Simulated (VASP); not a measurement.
Wanted: the native input for a VASP 6.6.1 run.

```
Task                   : single point
Functional             : PBEsol
Potentials or basis    : VASP PAW PBE potentials, release 64 (Sn_d, Se)
Cutoff                 : 520 eV
k mesh                 : 6 × 6 × 6
Occupations            : fermi-dirac, width 0.05 eV
Spin                   : collinear spin
Starting moments       : [-0.17, 0.0] μB
Dipole correction      : no
Further INCAR settings : ALGO = Normal; EDIFF = 1e-06; NBANDS = 21
```

The structure of SnSe lies in POSCAR:

```
SnSe
1.0
    0.0088070000      3.0377290000      3.0393110000
    2.9680140000      0.0010730000      3.0470450000
    2.9569510000      3.0344000000      0.0121360000
Sn Se
1 1
Direct
    0.0000000000      0.0000000000      0.0000000000
    0.5000000000      0.5000000000      0.5000000000
```

This cell differs from its parent crystal: the cell strained at random.

These files were run (other wordings do the same):

INCAR

```
SYSTEM = SnSe
PREC     = Accurate       ! precision mode
ENCUT    = 520            ! plane-wave cutoff, eV
EDIFF    = 1E-6           ! SCF threshold, eV
ISMEAR   = -1             ! smearing method
SIGMA    = 0.05           ! smearing width, eV
LREAL    = .FALSE.        ! projectors in reciprocal space
LASPH    = .TRUE.         ! aspherical terms in the spheres
NELM     = 150            ! most SCF steps
ALGO     = Normal         ! electronic algorithm
ISIF     = 2              ! what is computed and relaxed
LWAVE    = .FALSE.        ! write WAVECAR
LCHARG   = .FALSE.        ! write CHGCAR
ISPIN    = 2              ! spin polarisation
MAGMOM   = -0.17 0        ! initial moments
LORBIT   = 11             ! projections on sites
GGA      = PS             ! functional
NBANDS   = 21             ! bands
```

KPOINTS

```
regular mesh
0
G
  6 6 6
  0 0 0
```

Potentials or basis: VASP PAW PBE potentials, release 64 (Sn_d, Se).

Launch:

```console
$ cat potpaw_PBE.64/Sn_d/POTCAR potpaw_PBE.64/Se/POTCAR > POTCAR
$ mpirun -np 1 vasp_std > vasp.out
```

It gave:

```
Pressure                                              : -2.1 GPa
Band gap on the k mesh                                : 0.62 eV (least direct gap 0.66 eV)
Net moment                                            : 0.00 μB per cell
Valence electrons inside the program's atomic spheres : Sn 12.04; Se 3.78
```

Caveat: the cell differs from its parent crystal (the cell strained at random); semilocal functionals underestimate gaps, and a narrow one can read as zero; the PAW data sets were made with another functional, which shifts forces and pressure a little; spin-orbit coupling is left out, which moves the levels of the heavy elements.

Run time: 3.6 min on 1 thread of Intel Xeon 8259CL, on a shared host, peak memory 0.34 GiB.
